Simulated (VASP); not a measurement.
Write the native input for VASP 6.6.1 that does the following.

* Task: single point
* Functional: PBE
* Potentials or basis: VASP PAW PBE potentials, release 64 (In_d)
* Cutoff: 520 eV
* k mesh: 7 × 7 × 8
* Occupations: fermi-dirac, width 0.1 eV
* Spin: no spin polarisation
* Dipole correction: no
* Further INCAR settings: ALGO = Normal; EDIFF = 1e-06; NBANDS = 12

The structure of In lies in POSCAR:

```
In
1.0
   -1.6482197047      1.6973406184      2.5249789927
    1.6973406184     -1.6482197047      2.5249789927
    1.6043570008      1.6043570008     -2.4927016059
In
1
Direct
    0.0000000000      0.0000000000      0.0000000000
```

One way to write it, as run:

INCAR

```
SYSTEM = In
PREC = Accurate
ENCUT = 520
EDIFF = 1E-6
ISMEAR = -1
SIGMA = 0.1
LREAL = .False.
LASPH = .True.
NELM = 80
ALGO = Normal
ISIF = 2
LWAVE = .False.
LCHARG = .False.
GGA = PE
NBANDS = 12
```

KPOINTS

```
regular mesh
0
Gamma
  7 7 8
  0 0 0
```

Potentials or basis: VASP PAW PBE potentials, release 64 (In_d).

Command:

```console
$ cat potpaw_PBE.64/In_d/POTCAR > POTCAR
$ mpirun -np 1 vasp_std > vasp.out
```

Results of the run:

```json
{"Pressure": "-0.5 GPa", "Band gap on the k mesh": "zero (an odd number of electrons rules out a gap without spin polarisation)"}
```

Caveat: spin-orbit coupling is left out, which moves the levels of the heavy elements.

It took 56 s on 1 thread of Intel Xeon 8259CL (shared host), peak memory 0.18 GiB.
